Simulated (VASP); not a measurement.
Crystal: Pt.

```
CELL_PARAMETERS angstrom
-1.58422 1.58422 1.58422
1.58422 -1.58422 1.58422
1.58422 1.58422 -1.58422
ATOMIC_POSITIONS crystal
Pt 0.00000 0.00000 0.00000
```

Base run:

| Quantity | Value |
| --- | --- |
| Program | VASP 6.6.1 |
| Functional | LDA |
| Potentials or basis | VASP PAW LDA potentials, release 64 (Pt) |
| Cutoff | 500 eV |
| k mesh | 10 × 10 × 10 |
| Occupations | gaussian, width 0.3 eV |
| Spin | no spin polarisation |

Its results: band gap on the k mesh zero (band 5 reaches 10.92 eV, above the bottom of band 6 at 8.85 eV); pressure -15.0 GPa.

Task: After a change of settings the same cell gave: band gap on the k mesh zero (band 5 reaches 10.91 eV, above the bottom of band 6 at 8.99 eV); pressure -13.7 GPa. Which change was it?
A. k mesh from 10 × 10 × 10 to 8 × 8 × 8
B. k mesh from 10 × 10 × 10 to 3 × 3 × 3
C. k mesh from 10 × 10 × 10 to 5 × 5 × 5

Result: A.

Caveats: spin-orbit coupling is left out, which moves the levels of the heavy elements.
